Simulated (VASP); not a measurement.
Here is a VASP 6.6.1 calculation.

Contents of POSCAR:

```
GaSb
1.0
   -2.7349540204      2.7349540204      1.5800307924
    2.7349540204     -2.7349540204      1.5800307924
    2.7349540204      2.7349540204     -1.5800307924
Sb Ga
1 1
Direct
    0.0000000000      0.0000000000      0.0000000000
    0.7500000000      0.2500000000      0.5000000000
```

Contents of INCAR.step1:

```
SYSTEM = GaSb
PREC = Accurate
ENCUT = 520
ISMEAR = -1
SIGMA = 0.05
LREAL = .FALSE.
LASPH = .TRUE.
NELM = 80
NBANDS = 16
GGA = PE
ALGO = Normal
EDIFF = 1E-4
LWAVE = .TRUE.
LCHARG = .FALSE.
```

File INCAR.step2:

```
SYSTEM = GaSb
PREC = Accurate
ENCUT = 520
EDIFF = 1E-7
ISMEAR = -1
SIGMA = 0.05
LREAL = .FALSE.
LASPH = .TRUE.
NELM = 80
ALGO = Normal
ISIF = 2
LWAVE = .FALSE.
LCHARG = .FALSE.
METAGGA = R2SCAN
LMIXTAU = .TRUE.
NBANDS = 16
ISTART = 1
```

Contents of KPOINTS:

```
regular mesh
0
G
  10 10 10
  0 0 0
```

Potentials or basis: VASP PAW PBE potentials, release 64 (Sb, Ga_d).

The run is started by

```sh
$ cat potpaw_PBE.64/Sb/POTCAR potpaw_PBE.64/Ga_d/POTCAR > POTCAR
$ cp INCAR.step1 INCAR
$ mpirun -np 1 vasp_std > vasp.out
$ cp INCAR.step2 INCAR
$ mpirun -np 1 vasp_std > vasp.out
```

(1) Estimate the band gap on the k mesh.

(2) Estimate the pressure.

Results:

(1) zero (bands 9 and 10 overlap by 4.76 eV).

(2) -0.4 GPa.

Caveat: the PAW data sets were made with another functional, which shifts forces and pressure a little; spin-orbit coupling is left out, which moves the levels of the heavy elements.
